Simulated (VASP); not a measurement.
Crystal: Ga.

```
CELL_PARAMETERS angstrom
-2.97550 2.97550 2.97550
2.97550 -2.97550 2.97550
2.97550 2.97550 -2.97550
ATOMIC_POSITIONS crystal
Ga 0.25000 0.62500 0.37500
Ga 0.37500 0.25000 0.62500
Ga 0.75000 0.87500 0.12500
Ga 0.12500 0.75000 0.87500
Ga 0.62500 0.37500 0.25000
Ga 0.87500 0.12500 0.75000
```

- Program: VASP 6.6.1
- Task: relaxation of cell and atoms
- Functional: PBE
- Potentials or basis: VASP PAW PBE potentials, release 64 (Ga_d)
- Cutoff: 600 eV
- k mesh: 8 × 8 × 8
- Occupations: gaussian, width 0.1 eV
- Spin: no spin polarisation

At the start: pressure 4.5 GPa; volume 17.56 Å³/atom.

Q: Where does the relaxation end?

A: Over 4 steps the energy falls by 18.2 meV/atom and the volume is 19.02 Å³/atom (+8.3 %); space group I-43d (No. 220, to 0.05 Å).

Step by step:
| step | energy change (eV) | largest force (eV/Å) | pressure (GPa) | volume (Å³) |
| --- | --- | --- | --- | --- |
| 1 | 0.0000 | 0.0000 | 4.49 | 105.38 |
| 2 | -0.1088 | 0.0000 | 0.67 | 113.06 |
| 3 | -0.1089 | 0.0000 | -0.28 | 114.56 |
| 4 | -0.1095 | 0.0000 | -0.13 | 114.11 |

Final structure:
```xyz
6
Lattice="-3.0556 3.0556 3.0556 3.0556 -3.0556 3.0556 3.0556 3.0556 -3.0556" Properties=species:S:1:pos:R:3 pbc="T T T"
Ga    2.2917    0.0000    1.5278
Ga    1.5278    2.2917    0.0000
Ga    0.7639    0.0000    4.5834
Ga    4.5834    0.7639    0.0000
Ga    0.0000    1.5278    2.2917
Ga    0.0000    4.5834    0.7639
```
